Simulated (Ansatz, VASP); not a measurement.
## Al in VASP and in Ansatz

The input POSCAR:

```
Al
1.0
    0.0000000000      2.0248050000      2.0248050000
    2.0248050000      0.0000000000      2.0248050000
    2.0248050000      2.0248050000      0.0000000000
Al
1
Direct
    0.0000000000      0.0000000000      0.0000000000
```

Contents of INCAR.step1:

```
SYSTEM = Al
PREC     = Accurate       ! precision mode
ENCUT    = 520            ! plane-wave cutoff, eV
EDIFF    = 1E-5           ! SCF threshold, eV
ISMEAR   = -1             ! smearing method
SIGMA    = 0.05           ! smearing width, eV
LREAL    = .False.        ! projectors in reciprocal space
LASPH    = .True.         ! aspherical terms in the spheres
NELM     = 100            ! most SCF steps
ALGO     = Normal         ! electronic algorithm
ISIF     = 2              ! what is computed and relaxed
LWAVE    = .True.         ! write WAVECAR
LCHARG   = .False.        ! write CHGCAR
GGA      = PE             ! functional
NBANDS   = 8              ! bands
```

INCAR.step2

```
SYSTEM = Al
PREC     = Accurate       ! precision mode
ENCUT    = 520            ! plane-wave cutoff, eV
EDIFF    = 1E-7           ! SCF threshold, eV
ISMEAR   = -1             ! smearing method
SIGMA    = 0.05           ! smearing width, eV
LREAL    = .False.        ! projectors in reciprocal space
LASPH    = .True.         ! aspherical terms in the spheres
NELM     = 100            ! most SCF steps
ALGO     = Normal         ! electronic algorithm
ISIF     = 2              ! what is computed and relaxed
LWAVE    = .False.        ! write WAVECAR
LCHARG   = .False.        ! write CHGCAR
GGA      = PE             ! functional
LHFCALC  = .True.         ! exact exchange
AEXX     = 0.25           ! exact-exchange fraction
PRECFOCK = Normal       
ISTART   = 1            
NBANDS   = 8              ! bands
```

File KPOINTS:

```
regular mesh
0
Gamma
  6 6 6
  0 0 0
```

File input:

```
crystal:
  lattice:
    - [0.0, 2.024805, 2.024805]
    - [2.024805, 0.0, 2.024805]
    - [2.024805, 2.024805, 0.0]
  atoms:
    - { symbol: Al, position: [0.0, 0.0, 0.0] }
hamiltonian:
  xc: pbe0
  pseudopotentials: { kind: paw }
kpoints:
  mp_grid: { grid: [6, 6, 6] }
scf:
  occupations: { method: fermi_dirac, width: 0.05 }
output:
  forces: true
  stress: true
  eigenvalues: true
  write_density: true
  write_potential: true
  elf: true
  volumetric_format: npy
```

Alike in both runs: task single point; functional PBE0; k mesh 6 × 6 × 6; occupations fermi-dirac, width 0.05 eV; no spin polarisation.

```csv
,VASP,Ansatz
version,VASP 6.6.1,Ansatz 0.2.0
potentials or method,"VASP PAW PBE potentials, release 64 (Al)",Ansatz PAW
plane-wave cutoff (eV),520,420
valence electrons in the cell,3,3
```

```tsv
	VASP	Ansatz	Ansatz less VASP
gap on the k mesh at the Fermi level (eV)	none	none	-
pressure (GPa)	-1.2	-1.2	+0.02
```

A gap of «none» marks a metal or a gap that the smearing closes.

The k mesh is coarse, so the values compare programs but aren't converged.
